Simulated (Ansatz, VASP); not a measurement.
## AlGa3N4 in VASP and in Ansatz

```
CELL_PARAMETERS angstrom
4.33822 0.00000 0.00000
0.00000 4.33822 0.00000
0.00000 0.00000 4.33822
ATOMIC_POSITIONS crystal
Al 0.00000 0.00000 0.00000
Ga 0.50000 0.50000 0.00000
Ga 0.50000 0.00000 0.50000
Ga 0.00000 0.50000 0.50000
N 0.75481 0.75481 0.24519
N 0.75481 0.24519 0.75481
N 0.24519 0.75481 0.75481
N 0.24519 0.24519 0.24519
```

Change from the starting cell: equal engineering shear yz, xz and xy +0.0000, equal normal strain along x, y and z -0.0200.

Alike in both runs: task single point; functional LDA; k mesh 6 × 6 × 6; occupations gaussian, width 0.05 eV; no spin polarisation.

|  | VASP | Ansatz |
| --- | --- | --- |
| version | VASP 6.6.1 | Ansatz 0.2.0 |
| potentials or method | VASP PAW LDA potentials, release 64 (Al, Ga_d, N), cutoff 520 eV | scalar-relativistic, plane waves, PAW |
| valence electrons in the cell | 62 | 62 |

VASP gave:

| Property | Result |
| --- | --- |
| gap on the k mesh at the Fermi level (eV) | 3.01 |
| least direct gap on the mesh (eV) | 3.01 |
| pressure (GPa) | 15.4 |
| rms of the force components (eV/Å) | 0.024 |

**Question.** Estimate Ansatz's values.

**Answer.** gap on the k mesh at the Fermi level (eV): 3.00; least direct gap on the mesh (eV): 3.00; pressure (GPa): 14.1; rms of the force components (eV/Å): 0.011.

Ansatz warns that its potentials were made for another functional, while VASP's fit it. LDA's correlation is that of Perdew and Zunger in VASP and of Perdew and Wang (1992) in Ansatz. Atom by atom the forces differ by 0.013 eV/Å (rms over components).
